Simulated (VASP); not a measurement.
# In (P6/mmm) in VASP: further runs, part 2 of 2

VASP 6.6.1.

## 6. Single point, LDA

The input, INCAR:

```
PREC = Accurate ; ENCUT = 520
EDIFF = 1E-7 ; ISMEAR = -1
SIGMA = 0.1 ; LREAL = False
LASPH = True ; NELM = 80
ALGO = Normal ; ISIF = 2
LWAVE = False ; LCHARG = False
GGA = CA ; NBANDS = 26
```

The input, KPOINTS:

```
Automatic mesh
0
Gamma
  8 8 11
```

The input, POSCAR:

```
In
1.0
    5.1955291851      0.0000000000      0.0000000000
   -2.5977645926      4.4994602603      0.0000000000
    0.0000000000      0.0000000000      3.2041384837
In
3
Direct
    0.0000000000      0.0000000000      0.0000000000
    0.3333333333      0.6666666667      0.5000000000
    0.6666666667      0.3333333333      0.5000000000
```

Potentials or basis: VASP PAW LDA potentials, release 64 (In_d).

Started as:

```bash
$ cat potpaw_LDA.64/In_d/POTCAR > POTCAR
$ mpirun -np 1 vasp_std > vasp.out
```

OUTCAR:

```text
PREC = Accurate
   ENCUT = 520
   EDIFF = 1E-7
   ISMEAR = -1
   LREAL = False
   LASPH = True
   NELM = 80
   ISIF = 2
   GGA = CA

 ion  position               nearest neighbor table
   1  0.000  0.000  0.000-   2 3.40   3 3.40   2 3.40   3 3.40   2 3.40   2 3.40   3 3.40   3 3.40
                             3 3.40   3 3.40   2 3.40   2 3.40
   2  0.333  0.667  0.500-   3 3.00   3 3.00   3 3.00   1 3.40   1 3.40   1 3.40   1 3.40   1 3.40
                             1 3.40
   3  0.667  0.333  0.500-   2 3.00   2 3.00   2 3.00   1 3.40   1 3.40   1 3.40   1 3.40   1 3.40
                             1 3.40

  LATTYP: Found a hexagonal cell.
 ALAT       =     5.1955291851
 C/A-ratio  =     0.6167107083

  Lattice vectors:

 A1 = (   5.1955291851,   0.0000000000,   0.0000000000)
 A2 = (  -2.5977645926,   4.4994602603,   0.0000000000)
 A3 = (   0.0000000000,   0.0000000000,   3.2041384837)

Analysis of symmetry for initial positions (statically):
=====================================================================
 Subroutine PRICEL returns:
 Original cell was already a primitive cell.

 Routine SETGRP: Setting up the symmetry group for a
 hexagonal supercell.

 Subroutine GETGRP returns: Found 24 space group operations
 (whereof 24 operations were pure point group operations)
 out of a pool of 24 trial point group operations.

The static configuration has the point symmetry D_6h.

Analysis of symmetry for dynamics (positions and initial velocities):
=====================================================================
 Subroutine PRICEL returns:
 Original cell was already a primitive cell.

 Routine SETGRP: Setting up the symmetry group for a
 hexagonal supercell.

 Subroutine GETGRP returns: Found 24 space group operations
 (whereof 24 operations were pure point group operations)
 out of a pool of 24 trial point group operations.

The dynamic configuration has the point symmetry D_6h.

 Subroutine INISYM returns: Found 24 space group operations
 (whereof 24 operations are pure point group operations),
 and found     1 'primitive' translations

----------------------------------------------------------------------------------------

                                     Primitive cell

  volume of cell :      74.9034

  direct lattice vectors                    reciprocal lattice vectors
     5.195529185  0.000000000  0.000000000     0.192473175  0.111124440  0.000000000
    -2.597764593  4.499460260  0.000000000     0.000000000  0.222248879  0.000000000
     0.000000000  0.000000000  3.204138484     0.000000000  0.000000000  0.312096373

  length of vectors
     5.195529185  5.195529185  3.204138484     0.222248879  0.222248879  0.312096373

  position of ions in fractional coordinates (direct lattice)
     0.000000000  0.000000000  0.000000000
     0.333333333  0.666666667  0.500000000
     0.666666667  0.333333333  0.500000000

  ion indices of the primitive-cell ions
   primitive index   ion index
                 1           1
                 2           2
                 3           3

----------------------------------------------------------------------------------------

 KPOINTS: Automatic mesh

Automatic generation of k-mesh.
 Grid dimensions read from file:
 generate k-points for:    8    8   11

 Generating k-lattice:

  Cartesian coordinates                     Fractional coordinates (reciprocal lattice)
     0.024059147  0.013890555  0.000000000     0.125000000  0.000000000  0.000000000
     0.000000000  0.027781110  0.000000000     0.000000000  0.125000000  0.000000000
     0.000000000  0.000000000  0.028372398     0.000000000  0.000000000  0.090909091

  Length of vectors
     0.027781110  0.027781110  0.028372398

  Shift w.r.t. Gamma in fractional coordinates (k-lattice)
     0.000000000  0.000000000  0.000000000

 Subroutine IBZKPT returns following result:
 ===========================================

 Found     60 irreducible k-points:

 Following reciprocal coordinates:
            Coordinates               Weight
  0.000000  0.000000  0.000000      1.000000
  0.125000  0.000000  0.000000      6.000000
  0.250000  0.000000  0.000000      6.000000
  0.375000 -0.000000  0.000000      6.000000
  0.500000  0.000000  0.000000      3.000000
  0.125000  0.125000  0.000000      6.000000
[... 16 lines left out ...]
  0.250000  0.000000  0.181818     12.000000
  0.375000 -0.000000  0.181818     12.000000
 [... further k-points ...]
   k-points           NKPTS =     60   k-points in BZ     NKDIM =     60   number of bands    NBANDS=     26
   number of dos      NEDOS =    301   number of ions     NIONS =      3
   total plane-waves  NPLWV =  38400
   dimension x,y,z NGX =    40 NGY =   40 NGZ =   24
   dimension x,y,z NGXF=    80 NGYF=   80 NGZF=   48
   ions per type =               3
   NGX,Y,Z   is equivalent  to a cutoff of  12.80, 12.80, 12.45 a.u.
   NGXF,Y,Z  is equivalent  to a cutoff of  25.60, 25.60, 24.90 a.u.
 SYSTEM =  unknown system
   PREC   = accura    normal or accurate (medium, high low for compatibility)
   ISTART =      0    job   : 0-new  1-cont  2-samecut
   ICHARG =      2    charge: 1-file 2-atom 10-const
   ISPIN  =      1    spin polarized calculation?
   LNONCOLLINEAR =      F non collinear calculations
   LSORBIT =      F    spin-orbit coupling
   LASPH  =      T    aspherical Exc in radial PAW
   ENCUT  =  520.0 eV  38.22 Ry    6.18 a.u.   9.66  9.66  5.96*2*pi/ulx,y,z
   NELM   =     80;   NELMIN=  2; NELMDL= -5     # of ELM steps
   EDIFF  = 0.1E-06   stopping-criterion for ELM
   LREAL  =      F    real-space projection
   EDIFFG = 0.1E-05   stopping-criterion for IOM
   NSW    =      0    number of steps for IOM
   IBRION =     -1    ionic relax: 0-MD 1-quasi-New 2-CG
   NFREE  =      0    steps in history (QN), initial steepest desc. (CG)
   ISIF   =      2    stress and relaxation
   ISYM   =      2    0-nonsym 1-usesym 2-fastsym
   POTIM  = 0.5000    time-step for ionic-motion
   TEBEG  =    0.0;   TEEND  =   0.0 temperature during run
   PSTRESS=    0.0 pullay stress
   NELECT =      39.0000    total number of electrons
   NUPDOWN=      -1.0000    fix difference up-down
   EMIN   =  10.00;   EMAX   =-10.00  energy-range for DOS
   EFERMI =   0.00;   METHOD = LEGACY
   ISMEAR =    -1;   SIGMA  =   0.10  broadening in eV -4-tet -1-fermi 0-gaus
   EFERMI_NEDOS =   21; number of points for ismear=-14 and -15
   IALGO  =     38    algorithm
   IMIX   =      4    mixing-type and parameters
     AMIX     =   0.40;   BMIX     =  1.00
     AMIX_MAG =   1.60;   BMIX_MAG =  1.00
  volume/ion in A,a.u.               =      24.97       168.49
  Fermi-wavevector in a.u.,A,eV,Ry     =   1.317031  2.488827 23.600253  1.734570
  Thomas-Fermi vector in A             =   2.447101
   LORBIT       =      0    0 simple, 1 ext, 2 COOP (PROOUT), +10 PAW based schemes
   GGA     = CA    functional components
   LHFCALC =     F    Hartree Fock is set to
   AEXX    =    0.0000 exact exchange contribution
   IVDW    =     0    specifies the selected vdW correction
   LEPSILON=     F    determine dielectric tensor
   LRPA    =     F    only Hartree local field effects (RPA)
 non-spin polarized calculation
  energy-cutoff  :      520.00
  volume of cell :       74.90
 maximum number of plane-waves:      2029
 NGX is ok and might be reduce to    40
   NGX = 19   NGY = 19   NGZ = 11

 number of electron      39.0000014 magnetization

 Free energy of the ion-electron system (eV)
  ---------------------------------------------------
  ext. energy  EPLUGINS =         0.00000000
  ---------------------------------------------------
  free energy    TOTEN  =        -9.57738992 eV

  energy without entropy =       -9.51665628  energy(sigma->0) =       -9.54702310

 E-fermi :   7.8094     XC(G=0): -10.7458

 val. band max:        7.8016991826   @ k =   0.3750  -0.0000   0.2727
 cond. band min:       7.8120626577   @ k =   0.2500   0.0000   0.4545
 fundamental gap:      0.0103634752
 Fermi energy:         7.8094415953

 k-point     1 :       0.0000    0.0000    0.0000
  band No.  band energies     occupation
      1      -7.1428      2.00000
      2      -6.8819      2.00000
      3      -6.8662      2.00000
      4      -6.8662      2.00000
      5      -6.8411      2.00000
      6      -6.7180      2.00000
[... 18 lines left out ...]
     25      19.1658      0.00000
     26      19.2152      0.00000
[... 644 lines left out ...]
      4      -6.8468      2.00000
      5      -6.8411      2.00000
      6      -6.7617      2.00000
[... 18 lines left out ...]
     25      14.3453      0.00000
     26      14.3570      0.00000

 [... further k-points ...]
[... 5 lines left out ...]
  --------------------------------------------------------------------------------------
  -------------------------------------------------------------------------------------
  Total        0.0672330      0.0672330     -0.0424094     -0.0000000      0.0000000      0.0000000
  in kB        1.4381081      1.4381081     -0.9071345     -0.0000000      0.0000000      0.0000000
  external PRESSURE =       0.6563606 kB  Pullay stress =       0.0000000 kB

 VOLUME and BASIS-vectors are now :
 -----------------------------------------------------------------------------
  energy-cutoff  :      520.00
  volume of cell :       74.90
      direct lattice vectors                 reciprocal lattice vectors
     5.195529185  0.000000000  0.000000000     0.192473175  0.111124440  0.000000000
    -2.597764593  4.499460260  0.000000000     0.000000000  0.222248879  0.000000000
     0.000000000  0.000000000  3.204138484     0.000000000  0.000000000  0.312096373

 POSITION                                       TOTAL-FORCE (eV/Angst)
 -----------------------------------------------------------------------------------
      0.00000      0.00000      0.00000         0.000000      0.000000      0.000000
     -0.00000      2.99964      1.60207        -0.000000     -0.000000      0.000000
      2.59776      1.49982      1.60207         0.000000      0.000000      0.000000
 -----------------------------------------------------------------------------------
    total drift:                               -0.000000      0.000000      0.000000

  FREE ENERGIE OF THE ION-ELECTRON SYSTEM (eV)
  ---------------------------------------------------
  free  energy   TOTEN  =        -9.5773899219 eV

  energy  without entropy=       -9.5166562782  energy(sigma->0) =       -9.54702310
```

stdout:

```text
POSCAR found type information on POSCAR In
 POSCAR found :  1 types and       3 ions
 scaLAPACK will be used
 LDA part: xc-table for (Slater(with rela. corr.)+CA(PZ))
 , standard interpolation
 POSCAR, INCAR and KPOINTS ok, starting setup
 FFT: planning ... GRIDC
 FFT: planning ... GRID_SOFT
 FFT: planning ... GRID
 WAVECAR not read
 entering main loop
```

It took 45 s on 1 thread of Intel Xeon 6975P-C (Granite Rapids), shared host; peak memory 0.21 GiB.

Results:

| Quantity | Value |
| --- | --- |
| Free energy | -9.5774 eV |
| Pressure | 0.1 GPa |

Caveat: spin-orbit coupling is left out, which moves the levels of the heavy elements.

## 7. Summary

```tsv
cell	k mesh	gap on the mesh (eV)	pressure (GPa)
a = 5.196, b = 5.196, c = 3.204 Å, angles 90.0, 90.0, 120.0°, 3 atoms	7 × 7 × 10	none	0.0
a = 4.979, b = 4.979, c = 3.070 Å, angles 90.0, 90.0, 120.0°, 3 atoms	8 × 8 × 11	none	8.7
a = 5.053, b = 5.053, c = 3.116 Å, angles 90.0, 90.0, 120.0°, 3 atoms	8 × 8 × 11	none	5.0
a = 5.125, b = 5.125, c = 3.161 Å, angles 90.0, 90.0, 120.0°, 3 atoms	8 × 8 × 11	none	2.2
a = 5.196, b = 5.196, c = 3.204 Å, angles 90.0, 90.0, 120.0°, 3 atoms	8 × 8 × 11	none	0.1
```

Alike in all rows: task single point; level LDA; potentials or basis VASP PAW LDA potentials, release 64 (In_d); no spin polarisation; cutoff (eV) 520; smearing fermi-dirac 0.1 eV.

Caveats: spin-orbit coupling is left out, which moves the levels of the heavy elements.

Total energies depend on the potentials used, so only differences within one code and one set of settings carry meaning.
